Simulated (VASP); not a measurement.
**Te2Mo: single point with HSE06**

The system is Te2Mo.

```
Mo Te
1.0
     0.00000    3.31483    3.31483
     3.31483    0.00000    3.31483
     3.31483    3.31483    0.00000
Mo Te
1 2
Direct
  0.00000 0.00000 0.00000
  0.25000 0.25000 0.25000
  0.75000 0.75000 0.75000
```

```
Program                            : VASP 6.6.1
Task                               : single point
Functional                         : HSE06
Potentials or basis                : VASP PAW PBE potentials, release 64 (Mo_sv, Te)
Cutoff                             : 400 eV
k mesh                             : 4 × 4 × 4
Occupations                        : fermi-dirac, width 0.02 eV
Spin                               : no spin polarisation
Dipole correction                  : no
Grid for exact exchange (PRECFOCK) : Normal
Further INCAR settings             : ALGO = Normal; EDIFF = 1e-06; NBANDS = 20
Share of exact exchange            : 0.25
Screening parameter                : 0.2079 1/Å
```

The pressure is -2.4 GPa and the band gap on the k mesh is zero (bands 13 and 14 overlap by 0.83 eV).

Levels at points of the mesh, in eV from the Fermi level:
| k point | band 10 | band 11 | band 12 | band 13 | band 14 | band 15 | band 16 | band 17 |
| --- | --- | --- | --- | --- | --- | --- | --- | --- |
| (0.00, 0.00, 0.00) | -0.85 | -0.85 | 0.35 | 0.35 | 0.35 | 4.04 | 4.04 | 4.04 |
| (0.50, 0.00, 0.00) | -2.76 | -2.76 | -2.40 | -0.47 | -0.47 | 1.85 | 3.96 | 3.96 |
| (0.50, 0.50, 0.00) | -1.88 | -1.88 | -0.86 | -0.23 | 1.83 | 2.83 | 4.57 | 4.58 |

Wall time 37 min on 1 thread of Intel Xeon 8259CL, on a shared host, peak memory 0.29 GiB.

Caveat: the k points lie up to 0.41 Å⁻¹ apart, too coarse for converged energies and pressures of a metal; the PAW data sets were made with another functional, which shifts forces and pressure a little; spin-orbit coupling is left out, which moves the levels of the heavy elements.
